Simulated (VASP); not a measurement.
# Pd (Im-3m) in VASP: further runs

The runs below take Pd through single point, relaxation of cell and atoms, with RPBE.

Everything below comes from runs of VASP 6.6.1. Logs are shortened: lines on timing, memory, paths and dates and some standing lists are left out, and cuts for length are marked.

**1. The cell of the first run**

The structure is cubic, space group Im-3m (No. 229). The conventional cell has a = 3.211 Å, b = 3.211 Å, c = 3.211 Å, α = 90.00°, β = 90.00°, γ = 90.00°. Pd (site symmetry m-3m) has 14 Pd at 2.78 to 3.21 Å within 3.7 Å.

This isn't the form of Pd at room conditions, which is fcc.

**2. Single point, RPBE, collinear spin (16.55 Å³/atom)**

File INCAR:

```
  ALGO = Normal
  EDIFF = 1E-6
  ENCUT = 520
  GGA = RP
  ISIF = 2
  ISMEAR = -1
  ISPIN = 2
  LASPH = T
  LCHARG = T
  LELF = T
  LMAXMIX = 4
  LORBIT = 11
  LREAL = F
  LVHAR = T
  LWAVE = F
  MAGMOM = 0.5
  NBANDS = 15
  NELM = 150
  PREC = Accurate
  SIGMA = 0.05
```

File KPOINTS:

```
k-points
0
Gamma
  16 16 16
```

File POSCAR:

```
Pd
1.0
   -1.6053463622      1.6053463622      1.6053463622
    1.6053463622     -1.6053463622      1.6053463622
    1.6053463622      1.6053463622     -1.6053463622
Pd
1
Direct
    0.0000000000      0.0000000000      0.0000000000
```

Potentials or basis: VASP PAW PBE potentials, release 64 (Pd).

Started as:

```bash
> cat potpaw_PBE.64/Pd/POTCAR > POTCAR
> mpirun -np 1 vasp_std > vasp.out
```

OUTCAR:

```text
EDIFF = 1E-6
   ENCUT = 520
   GGA = RP
   ISIF = 2
   ISMEAR = -1
   ISPIN = 2
   LASPH = T
   LORBIT = 11
   LREAL = F
   NELM = 150
   PREC = Accurate

 ion  position               nearest neighbor table
   1  0.000  0.000  0.000-

  LATTYP: Found a body centered cubic cell.
 ALAT       =     3.2106927244

  Lattice vectors:

 A1 = (  -1.6053463622,   1.6053463622,   1.6053463622)
 A2 = (   1.6053463622,  -1.6053463622,   1.6053463622)
 A3 = (   1.6053463622,   1.6053463622,  -1.6053463622)

Analysis of symmetry for initial positions (statically):
=====================================================================
 Subroutine PRICEL returns:
 Original cell was already a primitive cell.

 Routine SETGRP: Setting up the symmetry group for a
 body centered cubic supercell.

 Subroutine GETGRP returns: Found 48 space group operations
 (whereof 48 operations were pure point group operations)
 out of a pool of 48 trial point group operations.

The static configuration has the point symmetry O_h .

Analysis of symmetry for dynamics (positions and initial velocities):
=====================================================================
 Subroutine PRICEL returns:
 Original cell was already a primitive cell.

 Routine SETGRP: Setting up the symmetry group for a
 body centered cubic supercell.

 Subroutine GETGRP returns: Found 48 space group operations
 (whereof 48 operations were pure point group operations)
 out of a pool of 48 trial point group operations.

The dynamic configuration has the point symmetry O_h .

Analysis of structural, dynamic, and magnetic symmetry:
=====================================================================
 Subroutine PRICEL returns:
 Original cell was already a primitive cell.

 Routine SETGRP: Setting up the symmetry group for a
 body centered cubic supercell.

 Subroutine GETGRP returns: Found 48 space group operations
 (whereof 48 operations were pure point group operations)
 out of a pool of 48 trial point group operations.

The overall configuration has the point symmetry O_h .

 Subroutine INISYM returns: Found 48 space group operations
 (whereof 48 operations are pure point group operations),
 and found     1 'primitive' translations

----------------------------------------------------------------------------------------

                                     Primitive cell

  volume of cell :      16.5488

  direct lattice vectors                    reciprocal lattice vectors
    -1.605346362  1.605346362  1.605346362     0.000000000  0.311459266  0.311459266
     1.605346362 -1.605346362  1.605346362     0.311459266  0.000000000  0.311459266
     1.605346362  1.605346362 -1.605346362     0.311459266  0.311459266  0.000000000

  length of vectors
     2.780541463  2.780541463  2.780541463     0.440469918  0.440469918  0.440469918

  position of ions in fractional coordinates (direct lattice)
     0.000000000  0.000000000  0.000000000

  ion indices of the primitive-cell ions
   primitive index   ion index
                 1           1

----------------------------------------------------------------------------------------

 KPOINTS: k-points

Automatic generation of k-mesh.
 Grid dimensions read from file:
 generate k-points for:   16   16   16

 Generating k-lattice:

  Cartesian coordinates                     Fractional coordinates (reciprocal lattice)
     0.000000000  0.019466204  0.019466204     0.062500000  0.000000000  0.000000000
     0.019466204  0.000000000  0.019466204     0.000000000  0.062500000  0.000000000
     0.019466204  0.019466204  0.000000000     0.000000000  0.000000000  0.062500000

  Length of vectors
     0.027529370  0.027529370  0.027529370

  Shift w.r.t. Gamma in fractional coordinates (k-lattice)
     0.000000000  0.000000000  0.000000000

 Subroutine IBZKPT returns following result:
 ===========================================

 Found    145 irreducible k-points:

 Following reciprocal coordinates:
            Coordinates               Weight
  0.000000  0.000000  0.000000      1.000000
  0.062500  0.000000  0.000000     12.000000
  0.125000  0.000000  0.000000     12.000000
  0.187500  0.000000  0.000000     12.000000
  0.250000  0.000000  0.000000     12.000000
  0.312500  0.000000  0.000000     12.000000
[... 16 lines left out ...]
  0.187500  0.187500  0.000000     24.000000
  0.250000  0.187500  0.000000     48.000000
 [... further k-points ...]
   k-points           NKPTS =    145   k-points in BZ     NKDIM =    145   number of bands    NBANDS=     15
   number of dos      NEDOS =    301   number of ions     NIONS =      1
   total plane-waves  NPLWV =  13824
   dimension x,y,z NGX =    24 NGY =   24 NGZ =   24
   dimension x,y,z NGXF=    48 NGYF=   48 NGZF=   48
   ions per type =               1
   NGX,Y,Z   is equivalent  to a cutoff of  14.35, 14.35, 14.35 a.u.
   NGXF,Y,Z  is equivalent  to a cutoff of  28.70, 28.70, 28.70 a.u.
 SYSTEM =  unknown system
   PREC   = accura    normal or accurate (medium, high low for compatibility)
   ISTART =      0    job   : 0-new  1-cont  2-samecut
   ICHARG =      2    charge: 1-file 2-atom 10-const
   ISPIN  =      2    spin polarized calculation?
   LNONCOLLINEAR =      F non collinear calculations
   LSORBIT =      F    spin-orbit coupling
   LASPH  =      T    aspherical Exc in radial PAW
   ENCUT  =  520.0 eV  38.22 Ry    6.18 a.u.   5.17  5.17  5.17*2*pi/ulx,y,z
   NELM   =    150;   NELMIN=  2; NELMDL= -5     # of ELM steps
   EDIFF  = 0.1E-05   stopping-criterion for ELM
   LREAL  =      F    real-space projection
   EDIFFG = 0.1E-04   stopping-criterion for IOM
   NSW    =      0    number of steps for IOM
   IBRION =     -1    ionic relax: 0-MD 1-quasi-New 2-CG
   NFREE  =      0    steps in history (QN), initial steepest desc. (CG)
   ISIF   =      2    stress and relaxation
   ISYM   =      2    0-nonsym 1-usesym 2-fastsym
   POTIM  = 0.5000    time-step for ionic-motion
   TEBEG  =    0.0;   TEEND  =   0.0 temperature during run
   PSTRESS=    0.0 pullay stress
   NELECT =      10.0000    total number of electrons
   NUPDOWN=      -1.0000    fix difference up-down
   EMIN   =  10.00;   EMAX   =-10.00  energy-range for DOS
   EFERMI =   0.00;   METHOD = LEGACY
   ISMEAR =    -1;   SIGMA  =   0.05  broadening in eV -4-tet -1-fermi 0-gaus
   EFERMI_NEDOS =   21; number of points for ismear=-14 and -15
   IALGO  =     38    algorithm
   IMIX   =      4    mixing-type and parameters
     AMIX     =   0.40;   BMIX     =  1.00
     AMIX_MAG =   1.60;   BMIX_MAG =  1.00
  volume/ion in A,a.u.               =      16.55       111.68
  Fermi-wavevector in a.u.,A,eV,Ry     =   1.384053  2.615481 26.063361  1.915603
  Thomas-Fermi vector in A             =   2.508593
   LORBIT       =     11    0 simple, 1 ext, 2 COOP (PROOUT), +10 PAW based schemes
   GGA     = RP    functional components
   LHFCALC =     F    Hartree Fock is set to
   AEXX    =    0.0000 exact exchange contribution
   IVDW    =     0    specifies the selected vdW correction
   LEPSILON=     F    determine dielectric tensor
   LRPA    =     F    only Hartree local field effects (RPA)
 spin polarized calculation
  energy-cutoff  :      520.00
  volume of cell :       16.55
 maximum number of plane-waves:       466
 NGX is ok and might be reduce to    24
   NGX = 11   NGY = 11   NGZ = 11

 number of electron      10.0000000 magnetization       0.5000000

 number of electron       9.9999998 magnetization       0.0003224

 number of electron       9.9999998 magnetization      -0.0000998

 Free energy of the ion-electron system (eV)
  ---------------------------------------------------
  ext. energy  EPLUGINS =         0.00000000
  ---------------------------------------------------
  free energy    TOTEN  =        -4.58174857 eV

  energy without entropy =       -4.56963283  energy(sigma->0) =       -4.57569070

 E-fermi :   8.0965     XC(G=0): -12.3536

 val. band max:        8.0866113262   @ k =  -0.3750   0.4375   0.1250
 cond. band min:       8.1078261276   @ k =   0.5000   0.5000   0.4375
 fundamental gap:      0.0212148014
 Fermi energy:         8.0965418221

 spin component 1

 k-point     1 :       0.0000    0.0000    0.0000
  band No.  band energies     occupation
      1       1.8449      1.00000
      2       5.6223      1.00000
      3       5.6223      1.00000
      4       5.6223      1.00000
      5       7.2855      1.00000
      6       7.2855      1.00000
      7      27.1793      0.00000
      8      27.1793      0.00000
      9      27.1793      0.00000
     10      34.5604      0.00000
     11      34.5604      0.00000
     12      35.0817      0.00000
     13      35.4126      0.00000
     14      35.4126      0.00000
     15      35.4126      0.00000

 k-point     2 :       0.0625    0.0000    0.0000
  band No.  band energies     occupation
      1       1.9810      1.00000
      2       5.5803      1.00000
      3       5.6249      1.00000
      4       5.7123      1.00000
      5       7.2372      1.00000
      6       7.2886      1.00000
      7      27.0199      0.00000
      8      27.1820      0.00000
      9      27.3231      0.00000
     10      33.1005      0.00000
     11      33.6194      0.00000
     12      34.6290      0.00000
     13      35.0762      0.00000
     14      35.6458      0.00000
     15      37.1874      0.00000
[... 365 lines left out ...]
      3       5.4218      1.00000
      4       6.9183      1.00000
      5       7.4852      1.00000
      6       8.4169      0.00165
      7      21.6363      0.00000
      8      22.0392      0.00000
      9      26.1304      0.00000
     10      29.2697      0.00000
     11      33.0439      0.00000
     12      35.1348      0.00000
     13      35.3097      0.00000
     14      38.3438      0.00000
     15      39.5547      0.00000

 k-point    24 :       0.2500    0.1875    0.0000
  band No.  band energies     occupation
      1       4.3031      1.00000
      2       4.9933      1.00000
      3       5.7885      1.00000
      4       7.0018      1.00000
      5       7.5622      0.99998
      6       9.5375      0.00000
      7      19.4338      0.00000
      8      21.0775      0.00000
      9      25.3009      0.00000
     10      29.7401      0.00000
     11      33.2688      0.00000
     12      35.1000      0.00000
     13      36.0054      0.00000
     14      38.5975      0.00000
     15      39.6902      0.00000

 [... further k-points ...]

 spin component 2

 k-point     1 :       0.0000    0.0000    0.0000
  band No.  band energies     occupation
      1       1.8449      1.00000
      2       5.6223      1.00000
      3       5.6223      1.00000
      4       5.6223      1.00000
      5       7.2854      1.00000
      6       7.2854      1.00000
      7      27.1793      0.00000
      8      27.1793      0.00000
      9      27.1793      0.00000
     10      34.5603      0.00000
     11      34.5603      0.00000
     12      35.0816      0.00000
     13      35.4125      0.00000
     14      35.4125      0.00000
     15      35.4125      0.00000

 k-point     2 :       0.0625    0.0000    0.0000
  band No.  band energies     occupation
      1       1.9809      1.00000
      2       5.5803      1.00000
      3       5.6249      1.00000
      4       5.7123      1.00000
      5       7.2372      1.00000
      6       7.2885      1.00000
      7      27.0198      0.00000
      8      27.1819      0.00000
      9      27.3230      0.00000
     10      33.1004      0.00000
     11      33.6193      0.00000
     12      34.6290      0.00000
     13      35.0761      0.00000
     14      35.6457      0.00000
     15      37.1873      0.00000
[... 365 lines left out ...]
      3       5.4218      1.00000
      4       6.9183      1.00000
      5       7.4852      1.00000
      6       8.4169      0.00165
      7      21.6363      0.00000
      8      22.0391      0.00000
      9      26.1303      0.00000
     10      29.2696      0.00000
     11      33.0438      0.00000
     12      35.1347      0.00000
     13      35.3096      0.00000
     14      38.3437      0.00000
     15      39.5544      0.00000

 k-point    24 :       0.2500    0.1875    0.0000
  band No.  band energies     occupation
      1       4.3031      1.00000
      2       4.9933      1.00000
      3       5.7885      1.00000
      4       7.0017      1.00000
      5       7.5621      0.99998
      6       9.5374      0.00000
      7      19.4337      0.00000
      8      21.0775      0.00000
      9      25.3008      0.00000
     10      29.7400      0.00000
     11      33.2687      0.00000
     12      35.0999      0.00000
     13      36.0053      0.00000
     14      38.5975      0.00000
     15      39.6902      0.00000

 [... further k-points ...]

------------------------ aborting loop because EDIFF is reached ----------------------------------------

  FORCE on cell =-STRESS in cart. coord.  units (eV):
  Direction    XX          YY          ZZ          XY          YZ          ZX
  --------------------------------------------------------------------------------------
  -------------------------------------------------------------------------------------
  Total       -0.5425705     -0.5425705     -0.5425705     -0.0000000     -0.0000000      0.0000000
  in kB      -52.5291655    -52.5291655    -52.5291655     -0.0000000     -0.0000000      0.0000000
  external PRESSURE =     -52.5291655 kB  Pullay stress =       0.0000000 kB

 VOLUME and BASIS-vectors are now :
 -----------------------------------------------------------------------------
  energy-cutoff  :      520.00
  volume of cell :       16.55
      direct lattice vectors                 reciprocal lattice vectors
    -1.605346362  1.605346362  1.605346362     0.000000000  0.311459266  0.311459266
     1.605346362 -1.605346362  1.605346362     0.311459266  0.000000000  0.311459266
     1.605346362  1.605346362 -1.605346362     0.311459266  0.311459266  0.000000000

 POSITION                                       TOTAL-FORCE (eV/Angst)
 -----------------------------------------------------------------------------------
      0.00000      0.00000      0.00000        -0.000000     -0.000000      0.000000
 -----------------------------------------------------------------------------------
    total drift:                               -0.000000      0.000000      0.000000

  FREE ENERGIE OF THE ION-ELECTRON SYSTEM (eV)
  ---------------------------------------------------
  free  energy   TOTEN  =        -4.5817485665 eV

  energy  without entropy=       -4.5696328320  energy(sigma->0) =       -4.57569070

 total charge

# of ion       s       p       d       tot
------------------------------------------
    1        0.435   0.358   8.456   9.249

 magnetization (x)

# of ion       s       p       d       tot
------------------------------------------
    1       -0.000  -0.000   0.000   0.000
```

Wall time 3.3 min (1 thread of Intel Xeon 8259CL, shared host); peak memory 0.16 GiB.

Results:

```yaml
Free_energy: -4.5817 eV
Pressure: -5.3 GPa
Band_gap_on_the_k_mesh: zero (filled and empty bands overlap)
Net_moment: 0.00 μB per cell
Valence_electrons_inside_the_program's_atomic_spheres: Pd 9.25
```

Levels at points of the mesh, in eV from the Fermi level:
Spin up:
| k point | band 2 | band 3 | band 4 | band 5 | band 6 | band 7 | band 8 | band 9 |
| --- | --- | --- | --- | --- | --- | --- | --- | --- |
| (0.00, 0.00, 0.00) | -2.47 | -2.47 | -2.47 | -0.81 | -0.81 | 19.08 | 19.08 | 19.08 |
| (0.50, 0.00, 0.00) | -3.47 | -0.88 | -0.63 | 0.47 | 1.63 | 7.07 | 14.84 | 16.79 |
| (0.50, 0.50, 0.50) | -4.36 | 0.16 | 0.16 | 0.16 | 8.86 | 8.86 | 8.86 | 15.97 |
Spin down:
```tsv
k point	band 3	band 4	band 5	band 6	band 7	band 8
(0.00, 0.00, 0.00)	-2.47	-2.47	-0.81	-0.81	19.08	19.08
(0.50, 0.00, 0.00)	-0.88	-0.63	0.47	1.63	7.07	14.84
(0.50, 0.50, 0.50)	0.16	0.16	0.16	8.86	8.86	8.86
```

Caveat: the cell stands under tension; the PAW data sets were made with another functional, which shifts forces and pressure a little.

(Part 1 of 3 ends here.)

The gap in the log of VASP goes by the Fermi energy; the results here count the filled bands.